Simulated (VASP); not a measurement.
A run of VASP 6.6.1 is set up as follows.

File INCAR:

```
PREC = Accurate ; ENCUT = 520
EDIFF = 1E-6 ; ISMEAR = 0
SIGMA = 0.01 ; LREAL = F
LASPH = T ; NELM = 100
ALGO = Normal ; ISIF = 2
LWAVE = F ; LCHARG = F
GGA = PE ; NBANDS = 11
```

Contents of KPOINTS:

```
Automatic mesh
0
Gamma
  6 6 6
```

The input POSCAR:

```
BN
1.0
    0.0000000000      1.8048245554      1.8048245554
    1.8048245554      0.0000000000      1.8048245554
    1.8048245554      1.8048245554      0.0000000000
B N
1 1
Direct
    0.0000000000      0.0000000000      0.0000000000
    0.2500000000      0.2500000000      0.2500000000
```

Potentials or basis: VASP PAW PBE potentials, release 64 (B, N).

Run with:

```console
$ cat potpaw_PBE.64/B/POTCAR potpaw_PBE.64/N/POTCAR > POTCAR
$ mpirun -np 1 vasp_std > vasp.out
```

**Question.** What does it give for the pressure?

**Answer.** 5.1 GPa.

**Question.** Estimate the band gap on the k mesh.

**Answer.** 4.46 eV (least direct gap 8.84 eV).

Caveat: the k points lie up to 0.50 Å⁻¹ apart. A k mesh can miss the band edges.
